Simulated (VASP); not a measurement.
# SiC (P1) in VASP: single point with PBE

Aim: the single point of SiC with PBE.

All numbers are computed with VASP 6.6.1; they aren't measurements. Logs are shortened: lines on timing, memory, paths and dates and some standing lists are left out, and cuts for length are marked.

## Step 1: The cell of the first run

The typed cell holds 4 atoms: a = 3.092 Å, b = 3.092 Å, c = 5.074 Å, α = 90.00°, β = 90.00°, γ = 120.00°.

## Step 2: Single point, PBE (atom 3 (C) moved by (+0.200, -0.100) A along [1 1 0] and z)

INCAR reads:

```
PREC = Accurate
ENCUT = 520
EDIFF = 1E-6
ISMEAR = 0
SIGMA = 0.05
LREAL = False
LASPH = True
NELM = 80
ALGO = Normal
ISIF = 2
LWAVE = False
LCHARG = False
GGA = PE
NBANDS = 16
```

KPOINTS reads:

```
regular mesh
0
Gamma
  12 12 6
```

POSCAR reads:

```
SiC
1.0
    3.0917664073      0.0000000000      0.0000000000
   -1.5458832036      2.6775482513      0.0000000000
    0.0000000000      0.0000000000      5.0740211774
Si C
2 2
Direct
    0.3333333333      0.6666666667      0.0045635313
    0.6666666667      0.3333333333      0.5045635313
    0.4054833553      0.7194841485      0.3607282340
    0.6666666667      0.3333333333      0.8804364687
```

Potentials or basis: VASP PAW PBE potentials, release 64 (Si, C).

On the command line:

```
$ cat potpaw_PBE.64/Si/POTCAR potpaw_PBE.64/C/POTCAR > POTCAR
$ mpirun -np 1 vasp_std > vasp.out
```

OUTCAR:

```text
PREC = Accurate
   ENCUT = 520
   EDIFF = 1E-6
   ISMEAR = 0
   LREAL = False
   LASPH = True
   NELM = 80
   ISIF = 2
   GGA = PE

 ion  position               nearest neighbor table
   1  0.333  0.667  0.005-   3 1.82   4 1.89   4 1.89   4 1.89   2 3.10   2 3.10   2 3.10   2 3.10
                             2 3.10   2 3.10
   2  0.667  0.333  0.505-   3 1.80   3 1.89   4 1.91   3 2.11   1 3.10   1 3.10   1 3.10   1 3.10
                             1 3.10   1 3.10
   3  0.405  0.719  0.361-   2 1.80   1 1.82   2 1.89   2 2.11
   4  0.667  0.333  0.880-   1 1.89   1 1.89   1 1.89   2 1.91

  LATTYP: Found a hexagonal cell.
 ALAT       =     3.0917664073
 C/A-ratio  =     1.6411398886

  Lattice vectors:

 A1 = (   3.0917664073,   0.0000000000,   0.0000000000)
 A2 = (  -1.5458832036,   2.6775482513,   0.0000000000)
 A3 = (   0.0000000000,   0.0000000000,   5.0740211774)

Analysis of symmetry for initial positions (statically):
=====================================================================
 Subroutine PRICEL returns:
 Original cell was already a primitive cell.

 Routine SETGRP: Setting up the symmetry group for a
 hexagonal supercell.

 Subroutine GETGRP returns: Found  1 space group operations
 (whereof  1 operations were pure point group operations)
 out of a pool of 24 trial point group operations.

The static configuration has the point symmetry C_1 .

Analysis of symmetry for dynamics (positions and initial velocities):
=====================================================================
 Subroutine PRICEL returns:
 Original cell was already a primitive cell.

 Routine SETGRP: Setting up the symmetry group for a
 hexagonal supercell.

 Subroutine GETGRP returns: Found  1 space group operations
 (whereof  1 operations were pure point group operations)
 out of a pool of 24 trial point group operations.

The dynamic configuration has the point symmetry C_1 .

 Subroutine INISYM returns: Found  1 space group operations
 (whereof  1 operations are pure point group operations),
 and found     1 'primitive' translations

----------------------------------------------------------------------------------------

                                     Primitive cell

  volume of cell :      42.0045

  direct lattice vectors                    reciprocal lattice vectors
     3.091766407  0.000000000  0.000000000     0.323439700  0.186737998  0.000000000
    -1.545883204  2.677548251  0.000000000     0.000000000  0.373475996  0.000000000
     0.000000000  0.000000000  5.074021177     0.000000000  0.000000000  0.197082347

  length of vectors
     3.091766407  3.091766407  5.074021177     0.373475996  0.373475996  0.197082347

  position of ions in fractional coordinates (direct lattice)
     0.333333333  0.666666667  0.004563531
     0.666666667  0.333333333  0.504563531
     0.405483355  0.719484149  0.360728234
     0.666666667  0.333333333  0.880436469

  ion indices of the primitive-cell ions
   primitive index   ion index
                 1           1
                 2           2
                 3           3
                 4           4

----------------------------------------------------------------------------------------

 KPOINTS: regular mesh

Automatic generation of k-mesh.
 Grid dimensions read from file:
 generate k-points for:   12   12    6

 Generating k-lattice:

  Cartesian coordinates                     Fractional coordinates (reciprocal lattice)
     0.026953308  0.015561500  0.000000000     0.083333333  0.000000000  0.000000000
     0.000000000  0.031123000  0.000000000     0.000000000  0.083333333  0.000000000
     0.000000000  0.000000000  0.032847058     0.000000000  0.000000000  0.166666667

  Length of vectors
     0.031123000  0.031123000  0.032847058

  Shift w.r.t. Gamma in fractional coordinates (k-lattice)
     0.000000000  0.000000000  0.000000000

 Subroutine IBZKPT returns following result:
 ===========================================

 Found    436 irreducible k-points:

 Following reciprocal coordinates:
            Coordinates               Weight
  0.000000  0.000000  0.000000      1.000000
  0.083333 -0.000000  0.000000      2.000000
  0.000000  0.083333  0.000000      2.000000
 -0.083333  0.083333  0.000000      2.000000
  0.166667 -0.000000  0.000000      2.000000
  0.000000  0.166667  0.000000      2.000000
[... 16 lines left out ...]
  0.166667  0.083333  0.000000      2.000000
 -0.083333  0.250000  0.000000      2.000000
 [... further k-points ...]
   k-points           NKPTS =    436   k-points in BZ     NKDIM =    436   number of bands    NBANDS=     16
   number of dos      NEDOS =    301   number of ions     NIONS =      4
   total plane-waves  NPLWV =  23040
   dimension x,y,z NGX =    24 NGY =   24 NGZ =   40
   dimension x,y,z NGXF=    48 NGYF=   48 NGZF=   80
   ions per type =               2   2
   NGX,Y,Z   is equivalent  to a cutoff of  12.90, 12.90, 13.11 a.u.
   NGXF,Y,Z  is equivalent  to a cutoff of  25.81, 25.81, 26.21 a.u.
 SYSTEM =  unknown system
   PREC   = accura    normal or accurate (medium, high low for compatibility)
   ISTART =      0    job   : 0-new  1-cont  2-samecut
   ICHARG =      2    charge: 1-file 2-atom 10-const
   ISPIN  =      1    spin polarized calculation?
   LNONCOLLINEAR =      F non collinear calculations
   LSORBIT =      F    spin-orbit coupling
   LASPH  =      T    aspherical Exc in radial PAW
   ENCUT  =  520.0 eV  38.22 Ry    6.18 a.u.   5.75  5.75  9.43*2*pi/ulx,y,z
   NELM   =     80;   NELMIN=  2; NELMDL= -5     # of ELM steps
   EDIFF  = 0.1E-05   stopping-criterion for ELM
   LREAL  =      F    real-space projection
   EDIFFG = 0.1E-04   stopping-criterion for IOM
   NSW    =      0    number of steps for IOM
   IBRION =     -1    ionic relax: 0-MD 1-quasi-New 2-CG
   NFREE  =      0    steps in history (QN), initial steepest desc. (CG)
   ISIF   =      2    stress and relaxation
   ISYM   =      2    0-nonsym 1-usesym 2-fastsym
   POTIM  = 0.5000    time-step for ionic-motion
   TEBEG  =    0.0;   TEEND  =   0.0 temperature during run
   PSTRESS=    0.0 pullay stress
   NELECT =      16.0000    total number of electrons
   NUPDOWN=      -1.0000    fix difference up-down
   EMIN   =  10.00;   EMAX   =-10.00  energy-range for DOS
   EFERMI =   0.00;   METHOD = LEGACY
   ISMEAR =     0;   SIGMA  =   0.05  broadening in eV -4-tet -1-fermi 0-gaus
   EFERMI_NEDOS =   21; number of points for ismear=-14 and -15
   IALGO  =     38    algorithm
   IMIX   =      4    mixing-type and parameters
     AMIX     =   0.40;   BMIX     =  1.00
     AMIX_MAG =   1.60;   BMIX_MAG =  1.00
  volume/ion in A,a.u.               =      10.50        70.87
  Fermi-wavevector in a.u.,A,eV,Ry     =   1.186723  2.242582 19.161245  1.408312
  Thomas-Fermi vector in A             =   2.322890
   LORBIT       =      0    0 simple, 1 ext, 2 COOP (PROOUT), +10 PAW based schemes
   GGA     = PE    functional components
   LHFCALC =     F    Hartree Fock is set to
   AEXX    =    0.0000 exact exchange contribution
   IVDW    =     0    specifies the selected vdW correction
   LEPSILON=     F    determine dielectric tensor
   LRPA    =     F    only Hartree local field effects (RPA)
 non-spin polarized calculation
 Gauss-broadening in eV      SIGMA  =   0.05
  energy-cutoff  :      520.00
  volume of cell :       42.00
 maximum number of plane-waves:      1170
   NGX = 11   NGY = 11   NGZ = 19

 number of electron      16.0000000 magnetization

 Free energy of the ion-electron system (eV)
  ---------------------------------------------------
  ext. energy  EPLUGINS =         0.00000000
  ---------------------------------------------------
  free energy    TOTEN  =       -29.72296466 eV

  energy without entropy =      -29.72296466  energy(sigma->0) =      -29.72296466

 E-fermi :   8.8189     XC(G=0): -11.2883

 val. band max:        8.5977124521   @ k =   0.0000   0.0000   0.0000
 cond. band min:      10.1079577088   @ k =   0.3333   0.3333   0.0000
 fundamental gap:      1.5102452567
 Fermi energy:         8.8188917147

 k-point     1 :       0.0000    0.0000    0.0000
  band No.  band energies     occupation
      1      -7.3769      2.00000
      2      -3.7909      2.00000
      3      -0.7026      2.00000
      4       6.4147      2.00000
      5       7.1136      2.00000
      6       7.5957      2.00000
[... 8 lines left out ...]
     15      17.6757      0.00000
     16      18.5663      0.00000

 k-point     2 :       0.0833   -0.0000    0.0000
  band No.  band energies     occupation
      1      -7.2595      2.00000
      2      -3.6907      2.00000
      3      -0.5960      2.00000
      4       6.2144      2.00000
      5       6.4135      2.00000
      6       7.4780      2.00000
[... 8 lines left out ...]
     15      17.7374      0.00000
     16      17.9558      0.00000

 k-point     3 :       0.0000    0.0833    0.0000
  band No.  band energies     occupation
      1      -7.2575      2.00000
      2      -3.6908      2.00000
      3      -0.5936      2.00000
      4       5.8325      2.00000
      5       6.8338      2.00000
      6       7.4190      2.00000
[... 8 lines left out ...]
     15      17.3748      0.00000
     16      18.2206      0.00000

 k-point     4 :      -0.0833    0.0833    0.0000
  band No.  band energies     occupation
      1      -7.2580      2.00000
      2      -3.6907      2.00000
      3      -0.5942      2.00000
      4       5.8874      2.00000
      5       6.7692      2.00000
      6       7.4867      2.00000
[... 8 lines left out ...]
     15      17.5452      0.00000
     16      18.4135      0.00000
[... 324 lines left out ...]
 k-point    22 :      -0.1667    0.0833    0.0000
  band No.  band energies     occupation
      1      -7.0255      2.00000
      2      -3.4946      2.00000
      3      -0.3859      2.00000
      4       5.3139      2.00000
      5       5.8491      2.00000
      6       7.1485      2.00000
[... 8 lines left out ...]
     15      17.4342      0.00000
     16      17.8806      0.00000

 k-point    23 :       0.1667    0.0833    0.0000
  band No.  band energies     occupation
      1      -6.5653      2.00000
      2      -3.1238      2.00000
      3       0.0102      2.00000
      4       3.8958      2.00000
      5       5.0599      2.00000
      6       6.2944      2.00000
[... 8 lines left out ...]
     15      17.6767      0.00000
     16      18.4068      0.00000

 k-point    24 :      -0.0833    0.2500    0.0000
  band No.  band energies     occupation
      1      -6.5486      2.00000
      2      -3.1289      2.00000
      3       0.0259      2.00000
      4       3.5545      2.00000
      5       5.3629      2.00000
      6       5.9904      2.00000
[... 8 lines left out ...]
     15      17.4708      0.00000
     16      18.5712      0.00000

 [... further k-points ...]

------------------------ aborting loop because EDIFF is reached ----------------------------------------

  FORCE on cell =-STRESS in cart. coord.  units (eV):
  Direction    XX          YY          ZZ          XY          YZ          ZX
  --------------------------------------------------------------------------------------
  -------------------------------------------------------------------------------------
  Total       -0.6927810      1.1574401      1.3719715     -0.6633522      0.8575992      0.3542024
  in kB      -26.4247136     44.1481856     52.3310447    -25.3022129     32.7113689     13.5103249
  external PRESSURE =      23.3515056 kB  Pullay stress =       0.0000000 kB

 VOLUME and BASIS-vectors are now :
 -----------------------------------------------------------------------------
  energy-cutoff  :      520.00
  volume of cell :       42.00
      direct lattice vectors                 reciprocal lattice vectors
     3.091766407  0.000000000  0.000000000     0.323439700  0.186737998  0.000000000
    -1.545883204  2.677548251  0.000000000     0.000000000  0.373475996  0.000000000
     0.000000000  0.000000000  5.074021177     0.000000000  0.000000000  0.197082347

 POSITION                                       TOTAL-FORCE (eV/Angst)
 -----------------------------------------------------------------------------------
     -0.00000      1.78503      0.02316         0.220758      0.229839     -0.992749
      1.54588      0.89252      2.56017         1.075249      1.929758     -0.369791
      0.14142      1.92645      1.83034        -1.275688     -2.157089      1.971542
      1.54588      0.89252      4.46735        -0.020319     -0.002508     -0.609002
 -----------------------------------------------------------------------------------
    total drift:                                0.000211      0.000471     -0.000010

  FREE ENERGIE OF THE ION-ELECTRON SYSTEM (eV)
  ---------------------------------------------------
  free  energy   TOTEN  =       -29.7229646648 eV

  energy  without entropy=      -29.7229646648  energy(sigma->0) =      -29.72296466
```

Wall time 5.5 min (1 thread of Intel Xeon 8259CL, shared host); peak memory 0.35 GiB.

Results:

```
Free energy            : -29.7230 eV
Pressure               : 2.3 GPa
Largest force          : 3.189 eV/Å
Band gap on the k mesh : 1.51 eV (least direct gap 3.68 eV)
```

Forces on the atoms (eV/Å):
```
Si   0.221  0.230 -0.993
Si   1.075  1.930 -0.370
C   -1.276 -2.157  1.972
C   -0.020 -0.003 -0.609
```

Stress tensor (GPa, compression positive):
```
-2.64 -2.53  1.35
-2.53  4.41  3.27
 1.35  3.27  5.23
```

Caveat: the cell differs from its parent crystal (atom 3 (C) moved by (+0.200, -0.100) A along [1 1 0] and z); the stress differs along the axes, from -3 to 5 GPa; forces of over 1 eV/Å act on the atoms, so gaps and moduli don't describe the material at rest.
